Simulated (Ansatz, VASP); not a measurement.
Ag in VASP and in Ansatz

POSCAR

```
Ag
1.0
   -1.6142626500      1.6142626500      1.5728713000
    1.6142626500     -1.6142626500      1.5728713000
    1.6142626500      1.6142626500     -1.5728713000
Ag
1
Direct
    0.0000000000      0.0000000000      0.0000000000
```

Contents of INCAR.step1:

```
PREC = Accurate ; ENCUT = 520
ISMEAR = 0 ; SIGMA = 0.15
LREAL = F ; LASPH = T
NELM = 80 ; NBANDS = 12
GGA = PE ; ALGO = Normal
EDIFF = 1E-4 ; LWAVE = T
LCHARG = F
```

Contents of INCAR.step2:

```
PREC = Accurate ; ENCUT = 520
EDIFF = 1E-6 ; ISMEAR = 0
SIGMA = 0.15 ; LREAL = F
LASPH = T ; NELM = 80
ALGO = Normal ; ISIF = 2
LWAVE = F ; LCHARG = F
METAGGA = R2SCAN ; LMIXTAU = T
NBANDS = 12 ; ISTART = 1
```

The input KPOINTS:

```
Automatic mesh
0
Gamma
  20 20 20
```

Input for Ansatz:

```yaml
crystal:
  lattice:
    - [-1.61426265, 1.61426265, 1.5728713]
    - [1.61426265, -1.61426265, 1.5728713]
    - [1.61426265, 1.61426265, -1.5728713]
  atoms:
    - { symbol: Ag, position: [0.0, 0.0, 0.0] }
basis:
  ecutwfc: 500
kpoints:
  mp_grid: { grid: [20, 20, 20] }
hamiltonian:
  xc: r2scan
scf:
  occupations: { method: gaussian, width: 0.15 }
output:
  forces: true
  stress: true
  eigenvalues: true
```

Change from the starting cell: strain -0.025 along x and y, -0.050 along z, atoms carried along.

Alike in both runs: task single point; functional r2SCAN; k mesh 20 × 20 × 20; occupations gaussian, width 0.15 eV; no spin polarisation.

```csv
,VASP,Ansatz
version,VASP 6.6.1,Ansatz 0.2.0
potentials or method,"VASP PAW PBE potentials, release 64 (Ag), cutoff 520 eV","scalar-relativistic, plane waves, PAW"
valence electrons in the cell,11,19
```

|  | VASP | Ansatz | Ansatz less VASP |
| --- | --- | --- | --- |
| gap on the k mesh at the Fermi level (eV) | none | none | - |
| pressure (GPa) | 7.5 | 7.3 | -0.24 |
| traceless stress, the component that is largest in VASP (GPa) | -0.57 | -0.57 | +0.001 |

VASP's potentials were made for PBE, not for r2SCAN. A gap of «none» marks a metal or a gap that the smearing closes. With one functional, cell and mesh, what is left measures potentials, basis and numerics. VASP's potentials hold 11 valence electrons a cell and Ansatz's 19, so a difference there can come from the potentials and not from the codes.
